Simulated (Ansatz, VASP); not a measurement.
# Two plane-wave programs on ZrSi2O6

```
CELL_PARAMETERS angstrom
3.58037 0.00000 0.00000
-1.79018 3.10069 0.00000
0.00000 0.00000 7.44848
ATOMIC_POSITIONS crystal
Zr 0.00000 0.00000 0.00000
Si 0.33333 0.66667 0.64890
Si 0.66667 0.33333 0.35110
O 0.33333 0.66667 0.89131
O 0.66667 0.33333 0.58149
O 0.00000 0.00000 0.28509
O 0.00000 0.00000 0.71491
O 0.33333 0.66667 0.41851
O 0.66667 0.33333 0.10869
```

Alike in both runs: functional PBE; k mesh 12 × 12 × 4; occupations gaussian, width 0.02 eV; no spin polarisation.

Ansatz relaxed the structure, and its values are those at the end. VASP's run is a single point on that final structure, the one shown.

```csv
,VASP,Ansatz
version,VASP 6.6.1,Ansatz 0.2.0
potentials or method,"VASP PAW PBE potentials, release 64 (Zr_sv, Si, O), cutoff 520 eV","scalar-relativistic, plane waves, PAW"
valence electrons in the cell,56,56
```

```csv
,VASP,Ansatz,Ansatz less VASP
gap on the k mesh at the Fermi level (eV),1.70,1.71,+0.014
least direct gap on the mesh (eV),1.70,1.71,+0.014
pressure (GPa),0.4,0.0,-0.35
rms of the force components (eV/Å),0.022,0.002,-0.0204
```
